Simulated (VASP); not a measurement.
# Sn (Fd-3m) in VASP: further runs

The runs below take Sn through single point, relaxation of cell and atoms, with PBEsol.

Everything below comes from runs of VASP 6.6.1. Logs are shortened: lines on timing, memory, paths and dates and some standing lists are left out, and cuts for length are marked.

## Step 1: The cell of the first run

Symmetry: Fd-3m, No. 227, cubic system. The conventional cell has a = 6.551 Å, b = 6.551 Å, c = 6.551 Å, α = 90.00°, β = 90.00°, γ = 90.00°. Within 3.7 Å of Sn (site symmetry -43m) lie 4 Sn at 2.84 Å.

## Step 2: Single point, PBEsol

INCAR

```
PREC = Accurate
ENCUT = 520
EDIFF = 1E-6
ISMEAR = 1
SIGMA = 0.05
LREAL = False
LASPH = True
NELM = 60
ALGO = Normal
ISIF = 2
LWAVE = False
LCHARG = True
GGA = PS
LELF = True
LVHAR = True
NBANDS = 21
```

KPOINTS

```
Automatic mesh
0
Gamma
  5 5 5
```

POSCAR

```
Sn
1.0
    0.0000000000      3.2753913102      3.2753913102
    3.2753913102      0.0000000000      3.2753913102
    3.2753913102      3.2753913102      0.0000000000
Sn
2
Direct
    0.0000000000      0.0000000000      0.0000000000
    0.2500000000      0.2500000000      0.2500000000
```

Potentials or basis: VASP PAW PBE potentials, release 64 (Sn_d).

Started as:

```console
$ cat potpaw_PBE.64/Sn_d/POTCAR > POTCAR
$ mpirun -np 1 vasp_std > vasp.out
```

OUTCAR:

```text
PREC = Accurate
   ENCUT = 520
   EDIFF = 1E-6
   ISMEAR = 1
   LREAL = False
   LASPH = True
   NELM = 60
   ISIF = 2
   GGA = PS

 ion  position               nearest neighbor table
   1  0.000  0.000  0.000-   2 2.84   2 2.84   2 2.84   2 2.84
   2  0.250  0.250  0.250-   1 2.84   1 2.84   1 2.84   1 2.84

  LATTYP: Found a face centered cubic cell.
 ALAT       =     6.5507826204

  Lattice vectors:

 A1 = (   0.0000000000,   3.2753913102,   3.2753913102)
 A2 = (   3.2753913102,   0.0000000000,   3.2753913102)
 A3 = (   3.2753913102,   3.2753913102,   0.0000000000)

Analysis of symmetry for initial positions (statically):
=====================================================================
 Subroutine PRICEL returns:
 Original cell was already a primitive cell.

 Routine SETGRP: Setting up the symmetry group for a
 face centered cubic supercell.

 Subroutine GETGRP returns: Found 48 space group operations
 (whereof 24 operations were pure point group operations)
 out of a pool of 48 trial point group operations.

The static configuration has the point symmetry T_d .
 The point group associated with its full space group is O_h .

Analysis of symmetry for dynamics (positions and initial velocities):
=====================================================================
 Subroutine PRICEL returns:
 Original cell was already a primitive cell.

 Routine SETGRP: Setting up the symmetry group for a
 face centered cubic supercell.

 Subroutine GETGRP returns: Found 48 space group operations
 (whereof 24 operations were pure point group operations)
 out of a pool of 48 trial point group operations.

The dynamic configuration has the point symmetry T_d .
 The point group associated with its full space group is O_h .

 Subroutine INISYM returns: Found 48 space group operations
 (whereof 24 operations are pure point group operations),
 and found     1 'primitive' translations

----------------------------------------------------------------------------------------

                                     Primitive cell

  volume of cell :      70.2780

  direct lattice vectors                    reciprocal lattice vectors
     0.000000000  3.275391310  3.275391310    -0.152653516  0.152653516  0.152653516
     3.275391310  0.000000000  3.275391310     0.152653516 -0.152653516  0.152653516
[... 63 lines left out ...]
   ICHARG =      2    charge: 1-file 2-atom 10-const
   ISPIN  =      1    spin polarized calculation?
   LNONCOLLINEAR =      F non collinear calculations
   LSORBIT =      F    spin-orbit coupling
   LASPH  =      T    aspherical Exc in radial PAW
   ENCUT  =  520.0 eV  38.22 Ry    6.18 a.u.   8.61  8.61  8.61*2*pi/ulx,y,z
   NELM   =     60;   NELMIN=  2; NELMDL= -5     # of ELM steps
   EDIFF  = 0.1E-05   stopping-criterion for ELM
   LREAL  =      F    real-space projection
   EDIFFG = 0.1E-04   stopping-criterion for IOM
   NSW    =      0    number of steps for IOM
   IBRION =     -1    ionic relax: 0-MD 1-quasi-New 2-CG
   NFREE  =      0    steps in history (QN), initial steepest desc. (CG)
   ISIF   =      2    stress and relaxation
   ISYM   =      2    0-nonsym 1-usesym 2-fastsym
   POTIM  = 0.5000    time-step for ionic-motion
   TEBEG  =    0.0;   TEEND  =   0.0 temperature during run
   PSTRESS=    0.0 pullay stress
   NELECT =      28.0000    total number of electrons
   NUPDOWN=      -1.0000    fix difference up-down
   EMIN   =  10.00;   EMAX   =-10.00  energy-range for DOS
   EFERMI =   0.00;   METHOD = LEGACY
   ISMEAR =     1;   SIGMA  =   0.05  broadening in eV -4-tet -1-fermi 0-gaus
   EFERMI_NEDOS =   21; number of points for ismear=-14 and -15
   IALGO  =     38    algorithm
   IMIX   =      4    mixing-type and parameters
     AMIX     =   0.40;   BMIX     =  1.00
     AMIX_MAG =   1.60;   BMIX_MAG =  1.00
  volume/ion in A,a.u.               =      35.14       237.13
  Fermi-wavevector in a.u.,A,eV,Ry     =   1.204632  2.276424 19.743927  1.451138
  Thomas-Fermi vector in A             =   2.340351
   LORBIT       =      0    0 simple, 1 ext, 2 COOP (PROOUT), +10 PAW based schemes
   GGA     = PS    functional components
   LHFCALC =     F    Hartree Fock is set to
   AEXX    =    0.0000 exact exchange contribution
   IVDW    =     0    specifies the selected vdW correction
   LEPSILON=     F    determine dielectric tensor
   LRPA    =     F    only Hartree local field effects (RPA)
 non-spin polarized calculation
 Methfessel and Paxton  Order N= 1 SIGMA  =   0.05
  energy-cutoff  :      520.00
  volume of cell :       70.28
 maximum number of plane-waves:      1917
   NGX = 17   NGY = 17   NGZ = 17

 number of electron      27.9999985 magnetization

 Free energy of the ion-electron system (eV)
  ---------------------------------------------------
  ext. energy  EPLUGINS =         0.00000000
  ---------------------------------------------------
  free energy    TOTEN  =        -8.38616058 eV

  energy without entropy =       -8.38550071  energy(sigma->0) =       -8.38594062

 E-fermi :   5.1393     XC(G=0):  -8.9328

 val. band max:        4.7448110559   @ k =   0.2000   0.0000   0.0000
 cond. band min:       5.1549128359   @ k =   0.4000   0.0000   0.0000
 fundamental gap:      0.4101017800
 Fermi energy:         5.1393368319

 k-point     1 :       0.0000    0.0000    0.0000
  band No.  band energies     occupation
      1     -16.3294      2.00000
      2     -16.3294      2.00000
      3     -16.3294      2.00000
      4     -16.2733      2.00000
      5     -16.2733      2.00000
      6     -15.9837      2.00000
[... 229 lines left out ...]
     20      13.5311      0.00000
     21      15.4469      0.00000

------------------------ aborting loop because EDIFF is reached ----------------------------------------

  FORCE on cell =-STRESS in cart. coord.  units (eV):
  Direction    XX          YY          ZZ          XY          YZ          ZX
  --------------------------------------------------------------------------------------
  -------------------------------------------------------------------------------------
  Total       -0.0324911     -0.0324911     -0.0324911      0.0000000      0.0000000     -0.0000000
  in kB       -0.7407219     -0.7407219     -0.7407219      0.0000000      0.0000000     -0.0000000
  external PRESSURE =      -0.7407219 kB  Pullay stress =       0.0000000 kB

 VOLUME and BASIS-vectors are now :
 -----------------------------------------------------------------------------
  energy-cutoff  :      520.00
  volume of cell :       70.28
      direct lattice vectors                 reciprocal lattice vectors
     0.000000000  3.275391310  3.275391310    -0.152653516  0.152653516  0.152653516
     3.275391310  0.000000000  3.275391310     0.152653516 -0.152653516  0.152653516
     3.275391310  3.275391310  0.000000000     0.152653516  0.152653516 -0.152653516

 POSITION                                       TOTAL-FORCE (eV/Angst)
 -----------------------------------------------------------------------------------
      0.00000      0.00000      0.00000        -0.000000     -0.000000     -0.000000
      1.63770      1.63770      1.63770         0.000000      0.000000      0.000000
 -----------------------------------------------------------------------------------
    total drift:                                0.000000      0.000000      0.000000

  FREE ENERGIE OF THE ION-ELECTRON SYSTEM (eV)
  ---------------------------------------------------
  free  energy   TOTEN  =        -8.3861605769 eV

  energy  without entropy=       -8.3855007078  energy(sigma->0) =       -8.38594062
```

stdout:

```text
POSCAR found type information on POSCAR Sn
 POSCAR found :  1 types and       2 ions
 scaLAPACK will be used
 -----------------------------------------------------------------------------
|                                                                             |
|                                                                             |
|     You enforced a specific xc type in the INCAR file but a different       |
|     I HOPE YOU KNOW WHAT YOU ARE DOING!                                     |
|                                                                             |
 -----------------------------------------------------------------------------

 LDA part: xc-table for (Slater+PW92), standard interpolation
 POSCAR, INCAR and KPOINTS ok, starting setup
 FFT: planning ... GRIDC
 FFT: planning ... GRID_SOFT
 FFT: planning ... GRID
 WAVECAR not read
 entering main loop
```

It took 18 s on 1 thread of Intel Xeon Platinum 8559C (Emerald Rapids), shared host; peak memory 0.19 GiB.

Results:

| Property | Result |
| --- | --- |
| Free energy | -8.3862 eV |
| Pressure | -0.1 GPa |
| Band gap on the k mesh | zero (band 14 reaches 5.30 eV, above the bottom of band 15 at 5.15 eV) |

Levels at points of the mesh, in eV from the Fermi level:
```tsv
k point	band 10	band 11	band 12	band 13	band 14	band 15	band 16	band 17	band 18	band 19
(0.00, 0.00, 0.00)	-21.12	-10.38	-0.82	0.16	0.16	0.16	2.21	2.21	2.21	4.91
```

Caveat: the PAW data sets were made with another functional, which shifts forces and pressure a little; spin-orbit coupling is left out, which moves the levels of the heavy elements.

## Step 3: Relaxation of cell and atoms, PBEsol

This run uses another cell than the first one, of 33.80 Å³/atom, 0.962 times its volume.

INCAR

```
  PREC = Accurate
  ENCUT = 600
  EDIFF = 1E-6
  ISMEAR = 1
  SIGMA = 0.05
  LREAL = F
  LASPH = T
  NELM = 100
  ALGO = Normal
  ISIF = 3
  LWAVE = F
  LCHARG = F
  GGA = PS
  IBRION = 2
  NSW = 60
  EDIFFG = -0.01
```

KPOINTS is that of step 2.

POSCAR

```
Sn
1.0
    0.0000000000      3.2333430000      3.2333430000
    3.2333430000      0.0000000000      3.2333430000
    3.2333430000      3.2333430000      0.0000000000
Sn
2
Direct
    0.0000000000      0.0000000000      0.0000000000
    0.2500000000      0.2500000000      0.2500000000
```

Potentials or basis: VASP PAW PBE potentials, release 64 (Sn_d).

Started as:

```console
$ cat potpaw_PBE.64/Sn_d/POTCAR > POTCAR
$ mpirun -np 1 vasp_std > vasp.out
```

OUTCAR:

```text
PREC = Accurate
   ENCUT = 600
   EDIFF = 1E-6
   ISMEAR = 1
   LREAL = F
   LASPH = T
   NELM = 100
   ISIF = 3
   GGA = PS
   IBRION = 2
   NSW = 60
   EDIFFG = -0.01

 ion  position               nearest neighbor table
   1  0.000  0.000  0.000-   2 2.80   2 2.80   2 2.80   2 2.80
   2  0.250  0.250  0.250-   1 2.80   1 2.80   1 2.80   1 2.80

  LATTYP: Found a face centered cubic cell.
 ALAT       =     6.4666860000

  Lattice vectors:

 A1 = (   0.0000000000,   3.2333430000,   3.2333430000)
 A2 = (   3.2333430000,   0.0000000000,   3.2333430000)
 A3 = (   3.2333430000,   3.2333430000,   0.0000000000)

[... 168 lines left out ...]
  Direction    XX          YY          ZZ          XY          YZ          ZX
  --------------------------------------------------------------------------------------
  -------------------------------------------------------------------------------------
  Total        0.7402056      0.7402056      0.7402056     -0.0000000      0.0000000      0.0000000
  in kB       17.5419409     17.5419409     17.5419409     -0.0000000      0.0000000      0.0000000
  external PRESSURE =      17.5419409 kB  Pullay stress =       0.0000000 kB
[... 59 lines left out ...]
--------------------------------------- Ionic step        3  -------------------------------------------

 number of electron      28.0000002 magnetization

 Free energy of the ion-electron system (eV)
  ---------------------------------------------------
  ext. energy  EPLUGINS =         0.00000000
  ---------------------------------------------------
  free energy    TOTEN  =        -8.38639223 eV

  energy without entropy =       -8.38573243  energy(sigma->0) =       -8.38617230

 E-fermi :   5.1524     XC(G=0):  -8.9373

 val. band max:        4.7550424911   @ k =   0.2000   0.0000   0.0000
 cond. band min:       5.1679929735   @ k =   0.4000   0.0000   0.0000
 fundamental gap:      0.4129504824
 Fermi energy:         5.1524172663

 k-point     1 :       0.0000    0.0000    0.0000
  band No.  band energies     occupation
      1     -16.3206      2.00000
      2     -16.3206      2.00000
      3     -16.3206      2.00000
      4     -16.2642      2.00000
      5     -16.2642      2.00000
      6     -15.9738      2.00000
[... 228 lines left out ...]
  FREE ENERGIE OF THE ION-ELECTRON SYSTEM (eV)
  ---------------------------------------------------
  free  energy   TOTEN  =        -8.3863922259 eV

  energy  without entropy=       -8.3857324333  energy(sigma->0) =       -8.38617230

 reached required accuracy - stopping structural energy minimisation
```

CONTCAR:

```text
Sn
   1.00000000000000
     0.0000000000000000    3.2742126638069422    3.2742126638069422
     3.2742126638069422    0.0000000000000000    3.2742126638069422
     3.2742126638069422    3.2742126638069422    0.0000000000000000
  Sn
     2
Direct
     0.0000000000000000    0.0000000000000000    0.0000000000000000
     0.2500000000000000    0.2500000000000000    0.2500000000000000

  0.00000000E+00  0.00000000E+00  0.00000000E+00
  0.00000000E+00  0.00000000E+00  0.00000000E+00
```

Wall time 43 s (1 thread of Intel Xeon Platinum 8559C (Emerald Rapids), shared host); peak memory 0.23 GiB.

What came out:

| Item | Value |
| --- | --- |
| Free energy | -8.3864 eV |
| Relaxed volume | 35.10 Å³/atom |
| Relaxed cell | a = 4.630 Å, b = 4.630 Å, c = 4.630 Å, α = 60.00°, β = 60.00°, γ = 60.00° |
| Space group after relaxing (to 0.05 Å) | Fd-3m (No. 227) |
| Energy gained by relaxing | 6.8 meV/atom |
| Ionic steps | 3 |
| Pressure after relaxing | 0.0 GPa |
| Band gap on the k mesh | zero (band 14 reaches 5.31 eV, above the bottom of band 15 at 5.17 eV) |

Step by step:
```tsv
step	energy change (eV)	largest force (eV/Å)	pressure (GPa)	volume (Å³)
1	0.0000	0.0000	1.75	67.61
2	-0.0115	0.0000	-0.62	71.29
3	-0.0137	0.0000	0.00	70.20
```

Final structure:
```
Sn
1.0
     0.00000    3.27421    3.27421
     3.27421    0.00000    3.27421
     3.27421    3.27421    0.00000
Sn
2
Direct
  0.00000 0.00000 0.00000
  0.25000 0.25000 0.25000
```

Levels at points of the mesh, in eV from the Fermi level:
| k point | band 10 | band 11 | band 12 | band 13 | band 14 | band 15 | band 16 | band 17 | band 18 |
| --- | --- | --- | --- | --- | --- | --- | --- | --- | --- |
| (0.00, 0.00, 0.00) | -21.12 | -10.38 | -0.81 | 0.15 | 0.15 | 0.15 | 2.21 | 2.21 | 2.21 |

Caveat: the PAW data sets were made with another functional, which shifts forces and pressure a little; spin-orbit coupling is left out, which moves the levels of the heavy elements. Zero-point motion and thermal expansion aren't in these numbers.
